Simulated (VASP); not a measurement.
Runs of VASP 6.6.1 on TiO2 (Rutile). The structure is that of space group P4_2/mnm (No. 136), or close to it. The cells are those of the table. 

```csv
cell,k mesh,smearing,gap on the mesh (eV),pressure (GPa),largest force (eV/Å)
"a = 4.597, b = 4.597, c = 2.954 Å, 6 atoms",6 × 6 × 10,gaussian 0.02 eV,2.23,1.3,0.04
"a = 4.711, b = 4.711, c = 2.981 Å, 6 atoms",6 × 6 × 10,gaussian 0.02 eV,(c),-10.3,0.06
"a = 4.597, b = 4.597, c = 2.954 Å, 6 atoms",6 × 6 × 10,gaussian 0.01 eV,2.23,1.3,0.03
"a = 4.592, b = 4.592, c = 2.957 Å, 6 atoms",4 × 4 × 6,gaussian 0.1 eV,(b),1.5,(a)
```

Alike in all rows: task single point; level r2SCAN; potentials or basis VASP PAW PBE potentials, release 64 (Ti_sv, O); no spin polarisation; cutoff (eV) 520.

Task: Estimate the missing entries.

Result: (a) 0.08; (b) 2.24; (c) 2.21.

Caveats: the PAW data sets were made with another functional, which shifts forces and pressure a little.

A k mesh can miss the band edges.
